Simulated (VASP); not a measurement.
Set up this calculation in VASP 6.6.1, as the native input.

```
Task                   : single point
Functional             : PBE
Potentials or basis    : VASP PAW PBE potentials, release 64 (Sc_sv, Ga_d, S)
Cutoff                 : 520 eV
k mesh                 : 4 × 4 × 2
Occupations            : gaussian, width 0.1 eV
Spin                   : no spin polarisation
Dipole correction      : no
Further INCAR settings : ALGO = Normal; EDIFF = 1e-06; NBANDS = 39
```

The structure of ScGaS lies in POSCAR:

```
ScGaS
1.0
    4.0571766000      0.0000000000      0.0000000000
    0.0000000000      4.0571766000      0.0000000000
    0.0000000000      0.0000000000      7.7576133800
Sc Ga S
2 2 2
Direct
    0.5000000000      0.0000000000      0.6499999800
    0.0000000000      0.5000000000      0.3500000200
    0.0000000000      0.0000000000      0.0000000000
    0.5000000000      0.5000000000      0.0000000000
    0.5000000000      0.0000000000      0.2220000000
    0.0000000000      0.5000000000      0.7780000000
```

The cell was generated, and may not be a known phase.

The input as run:

INCAR

```
ALGO = Normal ; EDIFF = 1E-6
ENCUT = 520 ; GGA = PE
ISIF = 2 ; ISMEAR = 0
LASPH = T ; LCHARG = T
LELF = T ; LREAL = F
LVHAR = T ; LWAVE = F
NBANDS = 39 ; NELM = 60
PREC = Accurate ; SIGMA = 0.1
```

KPOINTS

```
k-points
0
Gamma
  4 4 2
```

Potentials or basis: VASP PAW PBE potentials, release 64 (Sc_sv, Ga_d, S).

The run is started by

```sh
$ cat potpaw_PBE.64/Sc_sv/POTCAR potpaw_PBE.64/Ga_d/POTCAR potpaw_PBE.64/S/POTCAR > POTCAR
$ mpirun -np 1 vasp_std > vasp.out
```

Results of the run:

The pressure is -3.8 GPa, the largest force is 3.626 eV/Å and the band gap on the k mesh is zero (bands 30 and 31 overlap by 0.53 eV).

Caveat: the k points lie up to 0.40 Å⁻¹ apart, too coarse for converged energies and pressures of a metal; forces of over 1 eV/Å act on the atoms, so gaps and moduli don't describe the material at rest.

Run time: 100 s on 1 thread of Oxide Virtual Turin-like Processor, with other jobs on the host, peak memory 0.2 GiB.
